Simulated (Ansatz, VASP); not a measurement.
## Two plane-wave programs on F

```
F
1.0
    -1.11499    1.11499    1.11499
     1.11499   -1.11499    1.11499
     1.11499    1.11499   -1.11499
F
1
Direct
  0.00000 0.00000 0.00000
```

Change from the starting cell: volume scaled by 0.6, PAW files.

Alike in both runs: task single point; functional PBEsol; k mesh 20 × 20 × 20; occupations fermi-dirac, width 0.1 eV; no spin polarisation.

|  | VASP | Ansatz |
| --- | --- | --- |
| version | VASP 6.6.1 | Ansatz 0.2.0 |
| potentials or method | VASP PAW PBE potentials, release 64 (F) | PAW with Ansatz's default frozen-core files, scalar-relativistic |
| plane-wave cutoff (eV) | 520 | 420 |
| valence electrons in the cell | 7 | 7 |

|  | VASP | Ansatz | Ansatz less VASP |
| --- | --- | --- | --- |
| pressure (GPa) | 135.9 | 136.7 | +0.81 |

VASP's potentials were made for PBE, not for PBEsol. Both programs put the cell under a high pressure, so it lies far from rest at this level.

Noted on VASP's run: the cell as given lies far from equilibrium.
